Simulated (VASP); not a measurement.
# ZrB2 (P6/mmm) in VASP: a series of runs

Runs on ZrB2. Level: PBEsol. Tasks: single point, relaxation of cell and atoms.

Program: VASP 6.6.1. These are calculated values, not measurements. Logs are shortened: lines on timing, memory, paths and dates and some standing lists are left out, and cuts for length are marked.

## 1. The cell of the first run

It takes space group P6/mmm (No. 191, hexagonal). The conventional cell has a = 3.155 Å, b = 3.155 Å, c = 3.506 Å, α = 90.00°, β = 90.00°, γ = 120.00°. Zr (site symmetry 6/mmm) has 12 B at 2.53 Å and 6 Zr at 3.16 Å within 3.3 Å. Within 2.4 Å of B (site symmetry -6m2) lie 3 B at 1.82 Å.

## 2. Single point, PBEsol

INCAR

```
SYSTEM = ZrB2
  ALGO = Normal
  EDIFF = 1E-6
  ENCUT = 520
  GGA = PS
  ISIF = 2
  ISMEAR = -1
  LASPH = .True.
  LCHARG = .False.
  LREAL = .False.
  LWAVE = .False.
  NBANDS = 16
  NELM = 80
  PREC = Accurate
  SIGMA = 0.15
```

KPOINTS

```
k-points
0
Gamma
  16 16 12
  0 0 0
```

POSCAR

```
ZrB2
1.0
    3.1554736768      0.0000000000      0.0000000000
   -1.5777368384      2.7327203651      0.0000000000
    0.0000000000      0.0000000000      3.5063110931
Zr B
1 2
Direct
    0.0000000000      0.0000000000      0.0000000000
    0.3333333333      0.6666666667      0.5000000000
    0.6666666667      0.3333333333      0.5000000000
```

Potentials or basis: VASP PAW PBE potentials, release 64 (Zr_sv, B).

The run is started by

```console
$ cat potpaw_PBE.64/Zr_sv/POTCAR potpaw_PBE.64/B/POTCAR > POTCAR
$ mpirun -np 1 vasp_std > vasp.out
```

OUTCAR:

```text
SYSTEM = ZrB2
   EDIFF = 1E-6
   ENCUT = 520
   GGA = PS
   ISIF = 2
   ISMEAR = -1
   LASPH = .True.
   LREAL = .False.
   NELM = 80
   PREC = Accurate

 ion  position               nearest neighbor table
   1  0.000  0.000  0.000-   2 2.53   3 2.53   2 2.53   3 2.53   3 2.53   3 2.53   2 2.53   2 2.53
                             3 2.53   3 2.53   2 2.53   2 2.53
   2  0.333  0.667  0.500-   3 1.82   3 1.82   3 1.82   1 2.53   1 2.53   1 2.53   1 2.53   1 2.53
                             1 2.53
   3  0.667  0.333  0.500-   2 1.82   2 1.82   2 1.82   1 2.53   1 2.53   1 2.53   1 2.53   1 2.53
                             1 2.53

  LATTYP: Found a hexagonal cell.
 ALAT       =     3.1554736768
 C/A-ratio  =     1.1111837563

  Lattice vectors:

 A1 = (   3.1554736768,   0.0000000000,   0.0000000000)
 A2 = (  -1.5777368384,   2.7327203651,   0.0000000000)
 A3 = (   0.0000000000,   0.0000000000,   3.5063110931)

Analysis of symmetry for initial positions (statically):
=====================================================================
 Subroutine PRICEL returns:
 Original cell was already a primitive cell.

 Routine SETGRP: Setting up the symmetry group for a
 hexagonal supercell.

 Subroutine GETGRP returns: Found 24 space group operations
 (whereof 24 operations were pure point group operations)
 out of a pool of 24 trial point group operations.

The static configuration has the point symmetry D_6h.

Analysis of symmetry for dynamics (positions and initial velocities):
=====================================================================
 Subroutine PRICEL returns:
 Original cell was already a primitive cell.

 Routine SETGRP: Setting up the symmetry group for a
 hexagonal supercell.

 Subroutine GETGRP returns: Found 24 space group operations
 (whereof 24 operations were pure point group operations)
 out of a pool of 24 trial point group operations.

The dynamic configuration has the point symmetry D_6h.

 Subroutine INISYM returns: Found 24 space group operations
 (whereof 24 operations are pure point group operations),
 and found     1 'primitive' translations

----------------------------------------------------------------------------------------

                                     Primitive cell

  volume of cell :      30.2350

  direct lattice vectors                    reciprocal lattice vectors
     3.155473677  0.000000000  0.000000000     0.316909631  0.182967861  0.000000000
    -1.577736838  2.732720365  0.000000000     0.000000000  0.365935722  0.000000000
     0.000000000  0.000000000  3.506311093     0.000000000  0.000000000  0.285200022

  length of vectors
     3.155473677  3.155473677  3.506311093     0.365935722  0.365935722  0.285200022

  position of ions in fractional coordinates (direct lattice)
     0.000000000  0.000000000  0.000000000
     0.333333333  0.666666667  0.500000000
     0.666666667  0.333333333  0.500000000

  ion indices of the primitive-cell ions
   primitive index   ion index
                 1           1
                 2           2
                 3           3

----------------------------------------------------------------------------------------

 KPOINTS: k-points

Automatic generation of k-mesh.
 Grid dimensions read from file:
 generate k-points for:   16   16   12

 Generating k-lattice:

  Cartesian coordinates                     Fractional coordinates (reciprocal lattice)
     0.019806852  0.011435491  0.000000000     0.062500000 -0.000000000  0.000000000
     0.000000000  0.022870983  0.000000000     0.000000000  0.062500000  0.000000000
     0.000000000  0.000000000  0.023766668     0.000000000  0.000000000  0.083333333

  Length of vectors
     0.022870983  0.022870983  0.023766668

  Shift w.r.t. Gamma in fractional coordinates (k-lattice)
     0.000000000  0.000000000  0.000000000

 Subroutine IBZKPT returns following result:
 ===========================================

 Found    210 irreducible k-points:

 Following reciprocal coordinates:
            Coordinates               Weight
  0.000000  0.000000  0.000000      1.000000
  0.062500  0.000000  0.000000      6.000000
  0.125000  0.000000  0.000000      6.000000
  0.187500 -0.000000  0.000000      6.000000
  0.250000  0.000000  0.000000      6.000000
  0.312500  0.000000  0.000000      6.000000
[... 16 lines left out ...]
  0.187500  0.187500  0.000000      6.000000
  0.250000  0.187500  0.000000     12.000000
 [... further k-points ...]
   k-points           NKPTS =    210   k-points in BZ     NKDIM =    210   number of bands    NBANDS=     16
   number of dos      NEDOS =    301   number of ions     NIONS =      3
   total plane-waves  NPLWV =  16128
   dimension x,y,z NGX =    24 NGY =   24 NGZ =   28
   dimension x,y,z NGXF=    48 NGYF=   48 NGZF=   56
   ions per type =               1   2
   NGX,Y,Z   is equivalent  to a cutoff of  12.64, 12.64, 13.28 a.u.
   NGXF,Y,Z  is equivalent  to a cutoff of  25.29, 25.29, 26.55 a.u.
 SYSTEM =  ZrB2
   PREC   = accura    normal or accurate (medium, high low for compatibility)
   ISTART =      0    job   : 0-new  1-cont  2-samecut
   ICHARG =      2    charge: 1-file 2-atom 10-const
   ISPIN  =      1    spin polarized calculation?
   LNONCOLLINEAR =      F non collinear calculations
   LSORBIT =      F    spin-orbit coupling
   LASPH  =      T    aspherical Exc in radial PAW
   ENCUT  =  520.0 eV  38.22 Ry    6.18 a.u.   5.87  5.87  6.52*2*pi/ulx,y,z
   NELM   =     80;   NELMIN=  2; NELMDL= -5     # of ELM steps
   EDIFF  = 0.1E-05   stopping-criterion for ELM
   LREAL  =      F    real-space projection
   EDIFFG = 0.1E-04   stopping-criterion for IOM
   NSW    =      0    number of steps for IOM
   IBRION =     -1    ionic relax: 0-MD 1-quasi-New 2-CG
   NFREE  =      0    steps in history (QN), initial steepest desc. (CG)
   ISIF   =      2    stress and relaxation
   ISYM   =      2    0-nonsym 1-usesym 2-fastsym
   POTIM  = 0.5000    time-step for ionic-motion
   TEBEG  =    0.0;   TEEND  =   0.0 temperature during run
   PSTRESS=    0.0 pullay stress
   NELECT =      18.0000    total number of electrons
   NUPDOWN=      -1.0000    fix difference up-down
   EMIN   =  10.00;   EMAX   =-10.00  energy-range for DOS
   EFERMI =   0.00;   METHOD = LEGACY
   ISMEAR =    -1;   SIGMA  =   0.15  broadening in eV -4-tet -1-fermi 0-gaus
   EFERMI_NEDOS =   21; number of points for ismear=-14 and -15
   IALGO  =     38    algorithm
   IMIX   =      4    mixing-type and parameters
     AMIX     =   0.40;   BMIX     =  1.00
     AMIX_MAG =   1.60;   BMIX_MAG =  1.00
  volume/ion in A,a.u.               =      10.08        68.01
  Fermi-wavevector in a.u.,A,eV,Ry     =   1.377196  2.602522 25.805728  1.896667
  Thomas-Fermi vector in A             =   2.502371
   LORBIT       =      0    0 simple, 1 ext, 2 COOP (PROOUT), +10 PAW based schemes
   GGA     = PS    functional components
   LHFCALC =     F    Hartree Fock is set to
   AEXX    =    0.0000 exact exchange contribution
   IVDW    =     0    specifies the selected vdW correction
   LEPSILON=     F    determine dielectric tensor
   LRPA    =     F    only Hartree local field effects (RPA)
 non-spin polarized calculation
  energy-cutoff  :      520.00
  volume of cell :       30.24
 maximum number of plane-waves:       832
 NGX is ok and might be reduce to    24
   NGX = 11   NGY = 11   NGZ = 13

 number of electron      18.0000000 magnetization

 Free energy of the ion-electron system (eV)
  ---------------------------------------------------
  ext. energy  EPLUGINS =         0.00000000
  ---------------------------------------------------
  free energy    TOTEN  =       -26.41248050 eV

  energy without entropy =      -26.39179090  energy(sigma->0) =      -26.40213570

 E-fermi :  10.5944     XC(G=0): -12.6169

 val. band max:       10.5788725034   @ k =   0.0625   0.0625   0.5000
 cond. band min:      10.6183196157   @ k =   0.1875   0.1875   0.0833
 fundamental gap:      0.0394471123
 Fermi energy:        10.5944496957

 k-point     1 :       0.0000    0.0000    0.0000
  band No.  band energies     occupation
      1     -37.8306      2.00000
      2     -16.0659      2.00000
      3     -15.4814      2.00000
      4     -15.4814      2.00000
      5      -2.1574      2.00000
      6       7.9377      2.00000
[... 8 lines left out ...]
     15      15.8012      0.00000
     16      15.8012      0.00000

 k-point     2 :       0.0625    0.0000    0.0000
  band No.  band energies     occupation
      1     -37.8259      2.00000
      2     -16.0589      2.00000
      3     -15.5226      2.00000
      4     -15.4903      2.00000
      5      -2.0772      2.00000
      6       7.7033      2.00000
[... 8 lines left out ...]
     15      16.2245      0.00000
     16      16.4155      0.00000

 k-point     3 :       0.1250    0.0000    0.0000
  band No.  band energies     occupation
      1     -37.8124      2.00000
      2     -16.0390      2.00000
      3     -15.6383      2.00000
      4     -15.5154      2.00000
      5      -1.8424      2.00000
      6       7.0984      2.00000
[... 8 lines left out ...]
     15      16.8458      0.00000
     16      17.4994      0.00000

 k-point     4 :       0.1875   -0.0000    0.0000
  band No.  band energies     occupation
      1     -37.7922      2.00000
      2     -16.0090      2.00000
      3     -15.8073      2.00000
      4     -15.5528      2.00000
      5      -1.4683      2.00000
      6       6.2966      2.00000
[... 8 lines left out ...]
     15      17.4882      0.00000
     16      18.0944      0.00000
[... 324 lines left out ...]
 k-point    22 :       0.4375    0.1250    0.0000
  band No.  band energies     occupation
      1     -37.7006      2.00000
      2     -16.4328      2.00000
      3     -15.8722      2.00000
      4     -15.8069      2.00000
      5       1.8476      2.00000
      6       2.2526      2.00000
[... 8 lines left out ...]
     15      19.1495      0.00000
     16      20.6065      0.00000

 k-point    23 :       0.1875    0.1875    0.0000
  band No.  band energies     occupation
      1     -37.7387      2.00000
      2     -16.1582      2.00000
      3     -15.9291      2.00000
      4     -15.7294      2.00000
      5      -0.2354      2.00000
      6       4.7987      2.00000
[... 8 lines left out ...]
     15      18.0600      0.00000
     16      19.7010      0.00000

 k-point    24 :       0.2500    0.1875    0.0000
  band No.  band energies     occupation
      1     -37.7197      2.00000
      2     -16.2600      2.00000
      3     -15.9008      2.00000
      4     -15.8088      2.00000
      5       0.3910      2.00000
      6       4.1847      2.00000
[... 8 lines left out ...]
     15      18.2650      0.00000
     16      20.4012      0.00000

 [... further k-points ...]
[... 5 lines left out ...]
  --------------------------------------------------------------------------------------
  -------------------------------------------------------------------------------------
  Total        0.0594547      0.0594547      0.0585562      0.0000000      0.0000000      0.0000000
  in kB        3.1505524      3.1505524      3.1029381      0.0000000      0.0000000      0.0000000
  external PRESSURE =       3.1346810 kB  Pullay stress =       0.0000000 kB

 VOLUME and BASIS-vectors are now :
 -----------------------------------------------------------------------------
  energy-cutoff  :      520.00
  volume of cell :       30.24
      direct lattice vectors                 reciprocal lattice vectors
     3.155473677  0.000000000  0.000000000     0.316909631  0.182967861  0.000000000
    -1.577736838  2.732720365  0.000000000     0.000000000  0.365935722  0.000000000
     0.000000000  0.000000000  3.506311093     0.000000000  0.000000000  0.285200022

 POSITION                                       TOTAL-FORCE (eV/Angst)
 -----------------------------------------------------------------------------------
      0.00000      0.00000      0.00000         0.000000      0.000000      0.000000
     -0.00000      1.82181      1.75316        -0.000000      0.000000      0.000000
      1.57774      0.91091      1.75316        -0.000000     -0.000000      0.000000
 -----------------------------------------------------------------------------------
    total drift:                               -0.000000      0.000000     -0.000000

  FREE ENERGIE OF THE ION-ELECTRON SYSTEM (eV)
  ---------------------------------------------------
  free  energy   TOTEN  =       -26.4124804986 eV

  energy  without entropy=      -26.3917909021  energy(sigma->0) =      -26.40213570
```

Run time: 55 s. Hardware: 1 thread of Intel Xeon Platinum 8488C (Sapphire Rapids), shared host; peak memory 0.21 GiB.

What came out:

| Property | Result |
| --- | --- |
| Free energy | -26.4125 eV |
| Pressure | 0.3 GPa |
| Band gap on the k mesh | zero (band 9 reaches 11.35 eV, above the bottom of band 10 at 10.19 eV) |

Levels at points of the mesh, in eV from the Fermi level:
```
           k point  band 5  band 6  band 7  band 8  band 9  band 10  band 11  band 12  band 13  band 14
(0.00, 0.00, 0.00)  -12.75   -2.66   -2.66   -2.63   -2.27     3.49     3.49     4.33     4.33     5.00
(0.50, 0.00, 0.00)   -9.01   -8.44   -3.92   -3.04   -2.74     2.31     2.36     5.05     5.15     6.64
(0.00, 0.00, 0.50)  -10.61   -7.00   -0.94   -0.94    0.31     0.31     0.80     0.80     1.93     5.09
(0.50, 0.00, 0.50)   -9.95   -6.95   -4.66   -4.18   -1.93     3.88     4.18     5.45     6.49     6.68
```

Caveat: the PAW data sets were made with another functional, which shifts forces and pressure a little.

## 3. Relaxation of cell and atoms, PBEsol

This run uses another cell than the first one, of 10.25 Å³/atom, 1.017 times its volume.

INCAR

```
PREC     = Accurate       # precision mode
ENCUT    = 600            # plane-wave cutoff, eV
EDIFF    = 1E-7           # SCF threshold, eV
ISMEAR   = -1             # smearing method
SIGMA    = 0.15           # smearing width, eV
LREAL    = False          # projectors in reciprocal space
LASPH    = True           # aspherical terms in the spheres
NELM     = 60             # most SCF steps
ALGO     = Normal         # electronic algorithm
ISIF     = 3              # what is computed and relaxed
LWAVE    = False          # write WAVECAR
LCHARG   = False          # write CHGCAR
GGA      = PS             # functional
IBRION   = 2              # ionic algorithm
NSW      = 80             # ionic steps
EDIFFG   = -0.01          # ionic threshold
```

KPOINTS

```
regular mesh
0
Gamma
  16 16 12
```

POSCAR

```
ZrB2
1.0
    3.1700000000      0.0000000000      0.0000000000
   -1.5850000000      2.7453005300      0.0000000000
    0.0000000000      0.0000000000      3.5330000000
Zr B
1 2
Direct
    0.0000000000      0.0000000000      0.0000000000
    0.3333333333      0.6666666667      0.5000000000
    0.6666666667      0.3333333333      0.5000000000
```

Potentials or basis: VASP PAW PBE potentials, release 64 (Zr_sv, B).

The run is started by

```console
$ cat potpaw_PBE.64/Zr_sv/POTCAR potpaw_PBE.64/B/POTCAR > POTCAR
$ mpirun -np 1 vasp_std > vasp.out
```

Run time: 3.4 min. Hardware: 1 thread of Intel Xeon Platinum 8259CL at 2.50GHz (Skylake/Cascade Lake), shared host; peak memory 0.25 GiB.

It converged, with:

```yaml
Free_energy: -26.4147 eV
Relaxed_volume: 10.09 Å³/atom
Relaxed_cell: a = 3.157 Å, b = 3.157 Å, c = 3.508 Å, α = 90.00°, β = 90.00°, γ = 120.00°
Space_group_after_relaxing_to_0.05_Å: P6/mmm (No. 191)
Energy_gained_by_relaxing: 1.9 meV/atom
Ionic_steps: 4
Pressure_after_relaxing: 0.0 GPa
Band_gap_on_the_k_mesh: zero (band 9 reaches 11.34 eV, above the bottom of band 10 at 10.18 eV)
```

Step by step:
```tsv
step	energy change (eV)	largest force (eV/Å)	pressure (GPa)	volume (Å³)
1	0.0000	0.0000	-3.73	30.75
2	0.0032	0.0000	5.01	29.70
3	-0.0056	0.0000	0.02	30.27
4	-0.0057	0.0000	-0.01	30.27
```

Final structure:
```xyz
3
Lattice="3.1566 0.0000 0.0000 -1.5783 2.7337 0.0000 0.0000 0.0000 3.5083" Properties=species:S:1:pos:R:3 pbc="T T T"
Zr    1.5783    2.7337    3.5083
B     0.0000    1.8225    1.7541
B     1.5783    0.9112    1.7541
```

Levels at points of the mesh, in eV from the Fermi level:
| k point | band 6 | band 7 | band 8 | band 9 | band 10 | band 11 | band 12 | band 13 |
| --- | --- | --- | --- | --- | --- | --- | --- | --- |
| (0.00, 0.00, 0.00) | -2.65 | -2.65 | -2.63 | -2.27 | 3.48 | 3.48 | 4.32 | 4.32 |
| (0.50, 0.00, 0.00) | -8.44 | -3.92 | -3.04 | -2.74 | 2.31 | 2.36 | 5.05 | 5.15 |
| (0.00, 0.00, 0.50) | -6.99 | -0.94 | -0.94 | 0.31 | 0.31 | 0.80 | 0.80 | 1.92 |
| (0.50, 0.00, 0.50) | -6.95 | -4.66 | -4.18 | -1.93 | 3.87 | 4.18 | 5.44 | 6.47 |

Caveat: the PAW data sets were made with another functional, which shifts forces and pressure a little.
